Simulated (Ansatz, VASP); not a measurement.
NaH: VASP beside Ansatz

```
Na H
1.0
     0.00000    2.34843    2.34843
     2.34843    0.00000    2.34843
     2.34843    2.34843    0.00000
Na H
1 1
Cartesian
  0.0000 0.0000 0.0000
  2.3484 2.3484 2.3484
```

Alike in both runs: task relaxation of the atoms; functional r2SCAN; k mesh 10 × 10 × 10; occupations fermi-dirac, width 0.02 eV; no spin polarisation.

```csv
,VASP,Ansatz
version,VASP 6.6.1,Ansatz 0.2.0
potentials or method,"VASP PAW PBE potentials, release 64 (Na_pv, H), cutoff 520 eV",PAW plane waves
valence electrons in the cell,8,10
```

|  | VASP | Ansatz | Ansatz less VASP |
| --- | --- | --- | --- |
| gap on the k mesh at the Fermi level, each at its own relaxed structure (eV) | 4.54 | 4.53 | -0.010 |

VASP's potentials were made for PBE, not for r2SCAN. VASP's potentials hold 8 valence electrons a cell and Ansatz's 10, so a difference there can come from the potentials and not from the codes. Ansatz's warnings: stress scf threshold loose.

Noted on VASP's run: the relaxation stopped at its first step, so nothing moved.
